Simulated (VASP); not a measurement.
Cu: single point with PBE

Cu:

```xyz
4
Lattice="2.5826 -1.5402 0.0000 2.5826 1.5402 0.0000 -1.4425 0.0000 6.6867" Properties=species:S:1:pos:R:3 pbc="T T T"
Cu    0.1167    0.0000    0.6660
Cu    3.6061    0.0000    6.0207
Cu    1.7429    0.0000    4.0120
Cu    1.9798    0.0000    2.6747
```

```json
{
 "Program": "VASP 6.6.1",
 "Task": "single point",
 "Functional": "PBE",
 "Potentials or basis": "VASP PAW PBE potentials, release 64 (Cu)",
 "Cutoff": "520 eV",
 "k mesh": "6 × 6 × 4",
 "Occupations": "gaussian, width 0.1 eV",
 "Spin": "no spin polarisation"
}
```

The pressure is 53.9 GPa and the largest force is 25.187 eV/Å. The band gap on the k mesh is zero (band 22 reaches 7.26 eV, above the bottom of band 23 at 5.83 eV).

Forces on the atoms (eV/Å):
```
Cu    4.619   0.000  24.559
Cu   -4.619   0.000 -24.559
Cu   -4.468   0.000  24.788
Cu    4.468   0.000 -24.788
```

Stress tensor (GPa, compression positive):
```
-11.74   0.00  -0.93
  0.00 -16.66   0.00
 -0.93   0.00 190.14
```

Levels at points of the mesh, in eV from the Fermi level:
```
           k point  band 18  band 19  band 20  band 21  band 22  band 23  band 24  band 25  band 26  band 27
(0.00, 0.00, 0.00)    -2.36    -2.15    -1.60    -1.31    -1.01    -0.84     4.97     8.54    11.80    12.75
(0.50, 0.00, 0.00)    -2.10    -1.75    -1.47    -1.31    -1.30     1.24     1.38     3.17     3.60     8.57
(0.50, 0.50, 0.00)    -1.94    -1.90    -1.70    -0.76    -0.58     0.20     1.69     4.12     4.93     6.33
(0.00, 0.00, 0.50)    -2.47    -1.21    -1.20    -1.20    -1.17     0.55     0.58    12.73    12.80    13.40
(0.50, 0.00, 0.50)    -2.07    -1.78    -1.78    -1.06    -0.83     0.23     1.14     4.79     5.16     6.96
(0.50, 0.50, 0.50)    -2.09    -1.50    -1.38    -1.35    -0.88     1.13     1.27     3.55     4.69     7.70
```

Run time: 32 s on 1 thread of Intel(R) Xeon(R) 6975P-C (Granite Rapids) (shared host), peak memory 0.2 GiB.

Caveat: the k points lie up to 0.40 Å⁻¹ apart; forces of over 1 eV/Å act on the atoms, so gaps and moduli don't describe the material at rest.
